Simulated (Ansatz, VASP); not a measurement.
**Two plane-wave programs on Sn3Se**

POSCAR

```
Sn3Se
1.0
    4.8042793006      0.0000000000      0.0000000000
    0.0000000000      4.8042793006      0.0000000000
    0.0000000000      0.0000000000      4.8042793006
Sn Se
3 1
Direct
    0.5000000000      0.5000000000      0.0000000000
    0.5000000000      0.0000000000      0.5000000000
    0.0000000000      0.5000000000      0.5000000000
    0.0000000000      0.0000000000      0.0000000000
```

The input INCAR.step1:

```
SYSTEM = Sn3Se
  PREC = Accurate
  ENCUT = 520
  ISMEAR = -1
  SIGMA = 0.05
  LREAL = .False.
  LASPH = .True.
  NELM = 100
  NBANDS = 32
  GGA = PE
  ALGO = Normal
  EDIFF = 1E-4
  LWAVE = .True.
  LCHARG = .False.
```

INCAR.step2

```
SYSTEM = Sn3Se
  PREC = Accurate
  ENCUT = 520
  EDIFF = 1E-6
  ISMEAR = -1
  SIGMA = 0.05
  LREAL = .False.
  LASPH = .True.
  NELM = 100
  ALGO = Normal
  ISIF = 2
  LWAVE = .False.
  LCHARG = .True.
  METAGGA = R2SCAN
  LMIXTAU = .True.
  LELF = .True.
  LVHAR = .True.
  NBANDS = 32
  ISTART = 1
```

The input KPOINTS:

```
regular mesh
0
Gamma
  6 6 6
  0 0 0
```

input.yaml

```yaml
crystal:
  lattice:
    - [4.8042793006, 0.0, 0.0]
    - [0.0, 4.8042793006, 0.0]
    - [0.0, 0.0, 4.8042793006]
  atoms:
    - { symbol: Sn, position: [0.5, 0.5, 0.0] }
    - { symbol: Sn, position: [0.5, 0.0, 0.5] }
    - { symbol: Sn, position: [0.0, 0.5, 0.5] }
    - { symbol: Se, position: [0.0, 0.0, 0.0] }
hamiltonian:
  xc: r2scan
  pseudopotentials: { kind: paw }
kpoints:
  mp_grid: { grid: [6, 6, 6] }
scf:
  occupations: { method: fermi_dirac, width: 0.05 }
output:
  forces: true
  stress: true
  eigenvalues: true
  write_density: true
  write_potential: true
  elf: true
  volumetric_format: npy
```

Alike in both runs: task single point; functional r2SCAN; k mesh 6 × 6 × 6; occupations fermi-dirac, width 0.05 eV; no spin polarisation.

|  | VASP | Ansatz |
| --- | --- | --- |
| version | VASP 6.6.1 | Ansatz 0.2.0 |
| potentials or method | VASP PAW PBE potentials, release 64 (Sn_d, Se) | Ansatz PAW |
| plane-wave cutoff (eV) | 520 | 500 |
| valence electrons in the cell | 48 | 58 |

```tsv
	VASP	Ansatz	Ansatz less VASP
gap on the k mesh at the Fermi level (eV)	none	none	-
pressure (GPa)	-2.3	-2.3	+0.02
```

VASP's potentials were made for PBE, not for r2SCAN. A gap of «none» marks a metal or a gap that the smearing closes. VASP's potentials hold 48 valence electrons a cell and Ansatz's 58, so a difference there can come from the potentials and not from the codes.
